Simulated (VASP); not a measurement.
Here is a VASP 6.6.1 calculation.

Contents of INCAR:

```
SYSTEM = P2Rh2O7
  PREC = Accurate
  ENCUT = 520
  EDIFF = 1E-7
  ISMEAR = -1
  SIGMA = 0.1
  LREAL = .False.
  LASPH = .True.
  NELM = 100
  ALGO = Normal
  ISIF = 2
  LWAVE = .False.
  LCHARG = .True.
  GGA = PE
  LELF = .True.
  LVHAR = .True.
  NBANDS = 52
```

Contents of KPOINTS:

```
regular mesh
0
Gamma
  6 5 5
  0 0 0
```

POSCAR

```
P2Rh2O7
1.0
   -4.5417730000      0.0000000000      0.0000000000
   -0.7265130000     -4.2797480000      3.2528990000
   -0.7265130000      4.2797480000      3.2528990000
Rh P O
2 2 7
Direct
    0.5000000000      0.3074000000      0.6926000000
    0.5000000000      0.6926000000      0.3074000000
    0.0880000000      0.2130000000      0.2130000000
    0.9120000000      0.7870000000      0.7870000000
    0.7860000000      0.3690000000      0.3690000000
    0.2140000000      0.6310000000      0.6310000000
    0.2720000000      0.0770000000      0.3730000000
    0.7280000000      0.6270000000      0.9230000000
    0.7280000000      0.9230000000      0.6270000000
    0.2720000000      0.3730000000      0.0770000000
    0.0000000000      0.0000000000      0.0000000000
```

Potentials or basis: VASP PAW PBE potentials, release 64 (Rh_pv, P, O).

Command:

```bash
$ cat potpaw_PBE.64/Rh_pv/POTCAR potpaw_PBE.64/P/POTCAR potpaw_PBE.64/O/POTCAR > POTCAR
$ mpirun -np 1 vasp_std > vasp.out
```

(1) What does it give for the pressure?

(2) What does it give for the largest force?

Answers

(1) 5.1 GPa.

(2) 1.040 eV/Å.

Caveat: forces of over 1 eV/Å act on the atoms, so gaps and moduli don't describe the material at rest.
